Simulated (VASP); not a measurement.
# Pb (P6_3/mmc) in VASP: further runs

Runs on Pb. Level: PBEsol. Tasks: single point, relaxation of cell and atoms.

Program: VASP 6.6.1. These are calculated values, not measurements. Logs are shortened: lines on timing, memory, paths and dates and some standing lists are left out, and cuts for length are marked.

## Step 1: The cell of the first run

The structure is hexagonal, space group P6_3/mmc (No. 194). Conventional cell: a = 3.456 Å, b = 3.456 Å, c = 5.783 Å, α = 90.00°, β = 90.00°, γ = 120.00°. Within 4.5 Å of Pb (site symmetry -6m2) lie 12 Pb at 3.46 to 3.51 Å.

This isn't the form of Pb at room conditions, which is fcc.

## Step 2: Single point, PBEsol

File INCAR:

```
SYSTEM = Pb
ALGO = Fast
EDIFF = 1E-7
ENCUT = 520
GGA = PS
ISIF = 2
ISMEAR = 0
LASPH = .TRUE.
LCHARG = .FALSE.
LREAL = .FALSE.
LWAVE = .FALSE.
NBANDS = 21
NELM = 60
PREC = Accurate
SIGMA = 0.1
```

File KPOINTS:

```
k-points
0
G
  12 12 8
  0 0 0
```

File POSCAR:

```
Pb
1.0
    3.4556813620      0.0000000000      0.0000000000
   -1.7278406810      2.9927078468      0.0000000000
    0.0000000000      0.0000000000      5.7827269870
Pb
2
Direct
    0.3333333333      0.6666666667      0.2500000000
    0.6666666667      0.3333333333      0.7500000000
```

Potentials or basis: VASP PAW PBE potentials, release 64 (Pb_d).

Command:

```bash
> cat potpaw_PBE.64/Pb_d/POTCAR > POTCAR
> mpirun -np 1 vasp_std > vasp.out
```

OUTCAR:

```text
SYSTEM = Pb
   EDIFF = 1E-7
   ENCUT = 520
   GGA = PS
   ISIF = 2
   ISMEAR = 0
   LASPH = .TRUE.
   LREAL = .FALSE.
   NELM = 60
   PREC = Accurate

 ion  position               nearest neighbor table
   1  0.333  0.667  0.250-   2 3.51   2 3.51   2 3.51   2 3.51   2 3.51   2 3.51
   2  0.667  0.333  0.750-   1 3.51   1 3.51   1 3.51   1 3.51   1 3.51   1 3.51

  LATTYP: Found a hexagonal cell.
 ALAT       =     3.4556813620
 C/A-ratio  =     1.6733970471

  Lattice vectors:

 A1 = (   3.4556813620,   0.0000000000,   0.0000000000)
 A2 = (  -1.7278406810,   2.9927078468,   0.0000000000)
 A3 = (   0.0000000000,   0.0000000000,   5.7827269870)

Analysis of symmetry for initial positions (statically):
=====================================================================
 Subroutine PRICEL returns:
 Original cell was already a primitive cell.

 Routine SETGRP: Setting up the symmetry group for a
 hexagonal supercell.

 Subroutine GETGRP returns: Found 24 space group operations
 (whereof 12 operations were pure point group operations)
 out of a pool of 24 trial point group operations.

The static configuration has the point symmetry D_3d.
 The point group associated with its full space group is D_6h.

Analysis of symmetry for dynamics (positions and initial velocities):
=====================================================================
 Subroutine PRICEL returns:
 Original cell was already a primitive cell.

 Routine SETGRP: Setting up the symmetry group for a
 hexagonal supercell.

 Subroutine GETGRP returns: Found 24 space group operations
 (whereof 12 operations were pure point group operations)
 out of a pool of 24 trial point group operations.

The dynamic configuration has the point symmetry D_3d.
 The point group associated with its full space group is D_6h.

 Subroutine INISYM returns: Found 24 space group operations
 (whereof 12 operations are pure point group operations),
 and found     1 'primitive' translations

----------------------------------------------------------------------------------------

                                     Primitive cell

  volume of cell :      59.8041

  direct lattice vectors                    reciprocal lattice vectors
     3.455681362  0.000000000  0.000000000     0.289378532  0.167072773  0.000000000
    -1.727840681  2.992707847  0.000000000     0.000000000  0.334145547  0.000000000
     0.000000000  0.000000000  5.782726987     0.000000000  0.000000000  0.172928793

  length of vectors
     3.455681362  3.455681362  5.782726987     0.334145547  0.334145547  0.172928793

  position of ions in fractional coordinates (direct lattice)
     0.333333333  0.666666667  0.250000000
     0.666666667  0.333333333  0.750000000

  ion indices of the primitive-cell ions
   primitive index   ion index
                 1           1
                 2           2

----------------------------------------------------------------------------------------

 KPOINTS: k-points

Automatic generation of k-mesh.
 Grid dimensions read from file:
 generate k-points for:   12   12    8

 Generating k-lattice:

  Cartesian coordinates                     Fractional coordinates (reciprocal lattice)
     0.024114878  0.013922731  0.000000000     0.083333333  0.000000000  0.000000000
     0.000000000  0.027845462  0.000000000     0.000000000  0.083333333  0.000000000
     0.000000000  0.000000000  0.021616099     0.000000000  0.000000000  0.125000000

  Length of vectors
     0.027845462  0.027845462  0.021616099

  Shift w.r.t. Gamma in fractional coordinates (k-lattice)
     0.000000000  0.000000000  0.000000000

 Subroutine IBZKPT returns following result:
 ===========================================

 Found     95 irreducible k-points:

 Following reciprocal coordinates:
            Coordinates               Weight
  0.000000  0.000000  0.000000      1.000000
  0.083333  0.000000  0.000000      6.000000
  0.166667  0.000000  0.000000      6.000000
  0.250000  0.000000  0.000000      6.000000
  0.333333  0.000000  0.000000      6.000000
  0.416667  0.000000  0.000000      6.000000
[... 16 lines left out ...]
  0.250000  0.000000  0.125000     12.000000
  0.333333  0.000000  0.125000     12.000000
 [... further k-points ...]
   k-points           NKPTS =     95   k-points in BZ     NKDIM =     95   number of bands    NBANDS=     21
   number of dos      NEDOS =    301   number of ions     NIONS =      2
   total plane-waves  NPLWV =  37632
   dimension x,y,z NGX =    28 NGY =   28 NGZ =   48
   dimension x,y,z NGXF=    56 NGYF=   56 NGZF=   96
   ions per type =               2
   NGX,Y,Z   is equivalent  to a cutoff of  13.47, 13.47, 13.80 a.u.
   NGXF,Y,Z  is equivalent  to a cutoff of  26.94, 26.94, 27.60 a.u.
 SYSTEM =  Pb
   PREC   = accura    normal or accurate (medium, high low for compatibility)
   ISTART =      0    job   : 0-new  1-cont  2-samecut
   ICHARG =      2    charge: 1-file 2-atom 10-const
   ISPIN  =      1    spin polarized calculation?
   LNONCOLLINEAR =      F non collinear calculations
   LSORBIT =      F    spin-orbit coupling
   LASPH  =      T    aspherical Exc in radial PAW
   ENCUT  =  520.0 eV  38.22 Ry    6.18 a.u.   6.43  6.43 10.75*2*pi/ulx,y,z
   NELM   =     60;   NELMIN=  2; NELMDL= -5     # of ELM steps
   EDIFF  = 0.1E-06   stopping-criterion for ELM
   LREAL  =      F    real-space projection
   EDIFFG = 0.1E-05   stopping-criterion for IOM
   NSW    =      0    number of steps for IOM
   IBRION =     -1    ionic relax: 0-MD 1-quasi-New 2-CG
   NFREE  =      0    steps in history (QN), initial steepest desc. (CG)
   ISIF   =      2    stress and relaxation
   ISYM   =      2    0-nonsym 1-usesym 2-fastsym
   POTIM  = 0.5000    time-step for ionic-motion
   TEBEG  =    0.0;   TEEND  =   0.0 temperature during run
   PSTRESS=    0.0 pullay stress
   NELECT =      28.0000    total number of electrons
   NUPDOWN=      -1.0000    fix difference up-down
   EMIN   =  10.00;   EMAX   =-10.00  energy-range for DOS
   EFERMI =   0.00;   METHOD = LEGACY
   ISMEAR =     0;   SIGMA  =   0.10  broadening in eV -4-tet -1-fermi 0-gaus
   EFERMI_NEDOS =   21; number of points for ismear=-14 and -15
   IALGO  =     68    algorithm
   IMIX   =      4    mixing-type and parameters
     AMIX     =   0.40;   BMIX     =  1.00
     AMIX_MAG =   1.60;   BMIX_MAG =  1.00
  volume/ion in A,a.u.               =      29.90       201.79
  Fermi-wavevector in a.u.,A,eV,Ry     =   1.271210  2.402238 21.986670  1.615975
  Thomas-Fermi vector in A             =   2.404155
   LORBIT       =      0    0 simple, 1 ext, 2 COOP (PROOUT), +10 PAW based schemes
   GGA     = PS    functional components
   LHFCALC =     F    Hartree Fock is set to
   AEXX    =    0.0000 exact exchange contribution
   IVDW    =     0    specifies the selected vdW correction
   LEPSILON=     F    determine dielectric tensor
   LRPA    =     F    only Hartree local field effects (RPA)
 non-spin polarized calculation
 RMM-DIIS sequential band-by-band and
 Gauss-broadening in eV      SIGMA  =   0.10
  energy-cutoff  :      520.00
  volume of cell :       59.80
 maximum number of plane-waves:      1641
 NGX is ok and might be reduce to    28
   NGX = 13   NGY = 13   NGZ = 21

 number of electron      28.0000006 magnetization

 Free energy of the ion-electron system (eV)
  ---------------------------------------------------
  ext. energy  EPLUGINS =         0.00000000
  ---------------------------------------------------
  free energy    TOTEN  =        -7.97305355 eV

  energy without entropy =       -7.96630173  energy(sigma->0) =       -7.96967764

 E-fermi :   7.2015     XC(G=0): -10.4096

 val. band max:        7.1635732339   @ k =   0.4167   0.1667   0.0000
 cond. band min:       7.2284993185   @ k =   0.5000   0.0000   0.1250
 fundamental gap:      0.0649260846
 Fermi energy:         7.2014950239

 k-point     1 :       0.0000    0.0000    0.0000
  band No.  band energies     occupation
      1      -9.7845      2.00000
      2      -9.7634      2.00000
      3      -9.7288      2.00000
      4      -9.7288      2.00000
      5      -9.7085      2.00000
      6      -9.7085      2.00000
[... 13 lines left out ...]
     20      16.5224      0.00000
     21      18.8747      0.00000

 k-point     2 :       0.0833    0.0000    0.0000
  band No.  band energies     occupation
      1      -9.7797      2.00000
      2      -9.7610      2.00000
      3      -9.7213      2.00000
      4      -9.7104      2.00000
      5      -9.7056      2.00000
      6      -9.6908      2.00000
[... 13 lines left out ...]
     20      17.1988      0.00000
     21      18.1528      0.00000

 k-point     3 :       0.1667    0.0000    0.0000
  band No.  band energies     occupation
      1      -9.8011      2.00000
      2      -9.7333      2.00000
      3      -9.7204      2.00000
      4      -9.6688      2.00000
      5      -9.6666      2.00000
      6      -9.6599      2.00000
[... 13 lines left out ...]
     20      17.0296      0.00000
     21      18.0158      0.00000

 k-point     4 :       0.2500    0.0000    0.0000
  band No.  band energies     occupation
      1      -9.8372      2.00000
      2      -9.7397      2.00000
      3      -9.7085      2.00000
      4      -9.6840      2.00000
      5      -9.6774      2.00000
      6      -9.6010      2.00000
[... 13 lines left out ...]
     20      16.4901      0.00000
     21      17.7790      0.00000

 k-point     5 :       0.3333    0.0000    0.0000
  band No.  band energies     occupation
      1      -9.8724      2.00000
      2      -9.7583      2.00000
      3      -9.7516      2.00000
      4      -9.6972      2.00000
      5      -9.6399      2.00000
      6      -9.5959      2.00000
[... 13 lines left out ...]
     20      16.0657      0.00000
     21      17.6626      0.00000

 k-point     6 :       0.4167    0.0000    0.0000
  band No.  band energies     occupation
      1      -9.8977      2.00000
      2      -9.7847      2.00000
      3      -9.7733      2.00000
      4      -9.7111      2.00000
      5      -9.6186      2.00000
      6      -9.6084      2.00000
[... 13 lines left out ...]
     20      15.7470      0.00000
     21      17.5037      0.00000

 k-point     7 :       0.5000    0.0000    0.0000
  band No.  band energies     occupation
      1      -9.9069      2.00000
      2      -9.7971      2.00000
      3      -9.7790      2.00000
      4      -9.7160      2.00000
      5      -9.6264      2.00000
      6      -9.5970      2.00000
[... 13 lines left out ...]
     20      15.6341      0.00000
     21      17.4504      0.00000
[... 291 lines left out ...]
      1      -9.7828      2.00000
      2      -9.7631      2.00000
      3      -9.7327      2.00000
      4      -9.7327      2.00000
      5      -9.7115      2.00000
      6      -9.7115      2.00000
[... 13 lines left out ...]
     20      16.5627      0.00000
     21      18.6461      0.00000

 k-point    21 :       0.0833    0.0000    0.1250
  band No.  band energies     occupation
      1      -9.7785      2.00000
      2      -9.7597      2.00000
      3      -9.7281      2.00000
      4      -9.7154      2.00000
      5      -9.7090      2.00000
      6      -9.6938      2.00000
[... 13 lines left out ...]
     20      17.1323      0.00000
     21      18.3509      0.00000

 k-point    22 :       0.1667    0.0000    0.1250
  band No.  band energies     occupation
      1      -9.7991      2.00000
      2      -9.7345      2.00000
      3      -9.7289      2.00000
      4      -9.6853      2.00000
      5      -9.6749      2.00000
      6      -9.6449      2.00000
[... 13 lines left out ...]
     20      17.0249      0.00000
     21      17.2957      0.00000

 k-point    23 :       0.2500    0.0000    0.1250
  band No.  band energies     occupation
      1      -9.8342      2.00000
      2      -9.7441      2.00000
      3      -9.7285      2.00000
      4      -9.6732      2.00000
      5      -9.6638      2.00000
      6      -9.6106      2.00000
[... 13 lines left out ...]
     20      15.9853      0.00000
     21      16.9719      0.00000

 k-point    24 :       0.3333    0.0000    0.1250
  band No.  band energies     occupation
      1      -9.8685      2.00000
      2      -9.7625      2.00000
      3      -9.7617      2.00000
      4      -9.6897      2.00000
      5      -9.6316      2.00000
      6      -9.6105      2.00000
[... 13 lines left out ...]
     20      15.5606      0.00000
     21      17.2050      0.00000

 [... further k-points ...]

------------------------ aborting loop because EDIFF is reached ----------------------------------------

  FORCE on cell =-STRESS in cart. coord.  units (eV):
  Direction    XX          YY          ZZ          XY          YZ          ZX
  --------------------------------------------------------------------------------------
  -------------------------------------------------------------------------------------
  Total       -0.0316955     -0.0316955     -0.0391084      0.0000000      0.0000000      0.0000000
  in kB       -0.8491360     -0.8491360     -1.0477322      0.0000000      0.0000000      0.0000000
  external PRESSURE =      -0.9153348 kB  Pullay stress =       0.0000000 kB

 VOLUME and BASIS-vectors are now :
 -----------------------------------------------------------------------------
  energy-cutoff  :      520.00
  volume of cell :       59.80
      direct lattice vectors                 reciprocal lattice vectors
     3.455681362  0.000000000  0.000000000     0.289378532  0.167072773  0.000000000
    -1.727840681  2.992707847  0.000000000     0.000000000  0.334145547  0.000000000
     0.000000000  0.000000000  5.782726987     0.000000000  0.000000000  0.172928793

 POSITION                                       TOTAL-FORCE (eV/Angst)
 -----------------------------------------------------------------------------------
     -0.00000      1.99514      1.44568        -0.000000      0.000000      0.000000
      1.72784      0.99757      4.33705         0.000000     -0.000000      0.000000
 -----------------------------------------------------------------------------------
    total drift:                               -0.000000      0.000000      0.000000

  FREE ENERGIE OF THE ION-ELECTRON SYSTEM (eV)
  ---------------------------------------------------
  free  energy   TOTEN  =        -7.9730535493 eV

  energy  without entropy=       -7.9663017325  energy(sigma->0) =       -7.96967764
```

Wall time 1.8 min (1 thread of Intel Xeon Platinum 8488C (Sapphire Rapids), shared host); peak memory 0.24 GiB.

Results:

* Free energy: -7.9731 eV
* Pressure: -0.1 GPa
* Band gap on the k mesh: zero (bands 14 and 15 overlap by 8.04 eV)

Levels at points of the mesh, in eV from the Fermi level:
| k point | band 10 | band 11 | band 12 | band 13 | band 14 | band 15 | band 16 | band 17 | band 18 | band 19 |
| --- | --- | --- | --- | --- | --- | --- | --- | --- | --- | --- |
| (0.00, 0.00, 0.00) | -16.68 | -11.81 | -8.31 | -4.29 | 5.97 | 5.97 | 7.23 | 7.70 | 7.70 | 9.17 |
| (0.50, 0.00, 0.00) | -16.63 | -8.21 | -7.05 | -3.01 | -1.65 | -0.46 | 1.76 | 2.30 | 5.69 | 6.42 |
| (0.00, 0.00, 0.50) | -16.74 | -10.64 | -10.64 | 0.53 | 0.53 | 6.79 | 6.79 | 6.79 | 6.79 | 9.52 |
| (0.50, 0.00, 0.50) | -16.64 | -7.45 | -7.45 | -3.71 | -3.71 | 3.46 | 3.46 | 3.62 | 3.62 | 6.96 |

Caveat: the PAW data sets were made with another functional, which shifts forces and pressure a little; spin-orbit coupling is left out, which moves the levels of the heavy elements.

## Step 3: Relaxation of cell and atoms, PBEsol

This run uses another cell than the first one, of 31.30 Å³/atom.

File INCAR:

```
ALGO = Fast ; EDIFF = 1E-6
EDIFFG = -0.005 ; ENCUT = 600
GGA = PS ; IBRION = 2
ISIF = 3 ; ISMEAR = 0
LASPH = True ; LCHARG = False
LREAL = False ; LWAVE = False
NELM = 80 ; NSW = 100
PREC = Accurate ; SIGMA = 0.1
```

File KPOINTS:

```
k-points
0
Gamma
  12 12 8
```

File POSCAR:

```
Pb
1.0
    3.4715901269      0.0000000000      0.0000000000
   -1.7357950634      3.0064852414      0.0000000000
    0.0000000000      0.0000000000      5.9973895700
Pb
2
Direct
    0.3333333300      0.6666666700      0.2500000000
    0.6666666700      0.3333333300      0.7500000000
```

Potentials or basis: VASP PAW PBE potentials, release 64 (Pb_d).

Command:

```bash
> cat potpaw_PBE.64/Pb_d/POTCAR > POTCAR
> mpirun -np 1 vasp_std > vasp.out
```

It took 5.6 min on 1 thread of Intel Xeon Platinum 8488C (Sapphire Rapids), shared host; peak memory 0.27 GiB.

Results (log left out):

```yaml
Free_energy: -7.9735 eV
Relaxed_volume: 29.89 Å³/atom
Relaxed_cell: a = 3.455 Å, b = 3.455 Å, c = 5.781 Å, α = 90.00°, β = 90.00°, γ = 120.00°
Space_group_after_relaxing_to_0.1_Å: P6_3/mmc (No. 194)
Energy_gained_by_relaxing: 12.3 meV/atom
Ionic_steps: 6
Pressure_after_relaxing: 0.0 GPa
Band_gap_on_the_k_mesh: zero (bands 14 and 15 overlap by 8.05 eV)
```

Step by step:
```csv
step,energy change (eV),largest force (eV/Å),pressure (GPa),volume (Å³)
1,0.0000,0.0000,-1.72,62.60
2,-0.0225,0.0000,0.20,59.59
3,-0.0225,0.0000,0.23,59.56
4,-0.0244,0.0000,0.07,59.71
5,-0.0247,0.0000,0.04,59.76
6,-0.0247,0.0000,0.02,59.77
```

Final structure:
```
Pb
1.0
     3.45515    0.00000    0.00000
    -1.72758    2.99225    0.00000
     0.00000    0.00000    5.78135
Pb
2
Direct
  0.33333 0.66667 0.25000
  0.66667 0.33333 0.75000
```

Levels at points of the mesh, in eV from the Fermi level:
| k point | band 11 | band 12 | band 13 | band 14 | band 15 | band 16 | band 17 | band 18 |
| --- | --- | --- | --- | --- | --- | --- | --- | --- |
| (0.00, 0.00, 0.00) | -11.82 | -8.31 | -4.29 | 5.98 | 5.98 | 7.24 | 7.71 | 7.71 |
| (0.50, 0.00, 0.00) | -8.21 | -7.05 | -3.01 | -1.65 | -0.46 | 1.76 | 2.30 | 5.69 |
| (0.00, 0.00, 0.50) | -10.65 | -10.65 | 0.53 | 0.53 | 6.79 | 6.79 | 6.79 | 6.79 |
| (0.50, 0.00, 0.50) | -7.45 | -7.45 | -3.71 | -3.71 | 3.46 | 3.46 | 3.62 | 3.62 |

Caveat: the PAW data sets were made with another functional, which shifts forces and pressure a little; spin-orbit coupling is left out, which moves the levels of the heavy elements.
